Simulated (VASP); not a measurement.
Set up this calculation in VASP 6.6.1, as the native input.

```
Task                   : relaxation of cell and atoms
Functional             : r2SCAN
Potentials or basis    : VASP PAW PBE potentials, release 64 (La, S)
Cutoff                 : 600 eV
k mesh                 : 7 × 7 × 7
Occupations            : gaussian, width 0.005 eV
Spin                   : no spin polarisation
Dipole correction      : no
Further INCAR settings : ALGO = Normal; EDIFF = 1e-06; IBRION = 2; EDIFFG = -0.005; NSW = 100; ISIF = 3
```

Crystal: LaS.

```
CELL_PARAMETERS angstrom
0.00000 2.86725 2.86725
2.86725 0.00000 2.86725
2.86725 2.86725 0.00000
ATOMIC_POSITIONS crystal
La 0.00000 0.00000 0.00000
S 0.50000 0.50000 0.50000
```

One way to write it, as run:

POSCAR

```
LaS
1.0
    0.0000000000      2.8672485402      2.8672485402
    2.8672485402      0.0000000000      2.8672485402
    2.8672485402      2.8672485402      0.0000000000
La S
1 1
Direct
    0.0000000000      0.0000000000      0.0000000000
    0.5000000000      0.5000000000      0.5000000000
```

INCAR.step1

```
SYSTEM = LaS
  PREC = Accurate
  ENCUT = 600
  ISMEAR = 0
  SIGMA = 0.005
  LREAL = .FALSE.
  LASPH = .TRUE.
  NELM = 80
  GGA = PE
  ALGO = Normal
  EDIFF = 1E-4
  LWAVE = .TRUE.
  LCHARG = .FALSE.
```

INCAR.step2

```
SYSTEM = LaS
  PREC = Accurate
  ENCUT = 600
  EDIFF = 1E-6
  ISMEAR = 0
  SIGMA = 0.005
  LREAL = .FALSE.
  LASPH = .TRUE.
  NELM = 80
  ALGO = Normal
  ISIF = 3
  LWAVE = .FALSE.
  LCHARG = .FALSE.
  METAGGA = R2SCAN
  LMIXTAU = .TRUE.
  IBRION = 2
  NSW = 100
  EDIFFG = -0.005
  ISTART = 1
```

KPOINTS

```
regular mesh
0
G
  7 7 7
  0 0 0
```

Potentials or basis: VASP PAW PBE potentials, release 64 (La, S).

Launch:

```bash
$ cat potpaw_PBE.64/La/POTCAR potpaw_PBE.64/S/POTCAR > POTCAR
$ cp INCAR.step1 INCAR
$ mpirun -np 1 vasp_std > vasp.out
$ cp INCAR.step2 INCAR
$ mpirun -np 1 vasp_std > vasp.out
```

Results of the run:

```yaml
Relaxed_volume: 25.47 Å³/atom
Relaxed_cell: a = 4.161 Å, b = 4.161 Å, c = 4.161 Å, α = 60.00°, β = 60.00°, γ = 60.00°
Space_group_after_relaxing_to_0.05_Å: Fm-3m (No. 225)
Energy_gained_by_relaxing: 42.5 meV/atom
Ionic_steps: 18
Pressure_after_relaxing: 0.0 GPa
```

Caveat: the PAW data sets were made with another functional, which shifts forces and pressure a little.

Run time: 4.1 min on 1 thread of Intel(R) Xeon(R) Platinum 8488C (Sapphire Rapids), with other jobs on the host, peak memory 0.21 GiB.
